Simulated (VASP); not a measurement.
Input of a VASP 6.6.1 run:

INCAR

```
ALGO     = Normal         # electronic algorithm
EDIFF    = 1E-6           # SCF threshold, eV
ENCUT    = 520            # plane-wave cutoff, eV
GGA      = PE             # functional
ISIF     = 2              # what is computed and relaxed
ISMEAR   = 0              # smearing method
LASPH    = T              # aspherical terms in the spheres
LCHARG   = F              # write CHGCAR
LREAL    = F              # projectors in reciprocal space
LWAVE    = F              # write WAVECAR
NBANDS   = 27             # bands
NELM     = 100            # most SCF steps
PREC     = Accurate       # precision mode
SIGMA    = 0.1            # smearing width, eV
```

Contents of KPOINTS:

```
k-points
0
Gamma
  6 6 4
```

File POSCAR:

```
ZrH4
1.0
    3.1698507223      0.0000000000      0.0000000000
    0.0000000000      3.1698507223      0.0000000000
    0.0000000000      0.0000000000      6.3518969581
Zr H
2 8
Direct
    0.0000000000      0.0000000000      0.7500075613
    0.0000000000      0.0000000000      0.2499924387
    0.5000000000      0.5000000000      0.0000000000
    0.5000000000      0.5000000000      0.5000000000
    0.0000000000      0.5000000000      0.0000000000
    0.0000000000      0.5000000000      0.5000000000
    0.5000000000      0.0000000000      0.0000000000
    0.5000000000      0.0000000000      0.5000000000
    0.5000000000      0.5000000000      0.7500921151
    0.5000000000      0.5000000000      0.2499078849
```

Potentials or basis: VASP PAW PBE potentials, release 64 (Zr_sv, H).

Launch:

```console
$ cat potpaw_PBE.64/Zr_sv/POTCAR potpaw_PBE.64/H/POTCAR > POTCAR
$ mpirun -np 1 vasp_std > vasp.out
```

Q: Estimate the band gap on the k mesh.

A: Zero (bands 16 and 17 overlap by 1.67 eV).

Q: Predict the pressure.

A: -0.2 GPa.
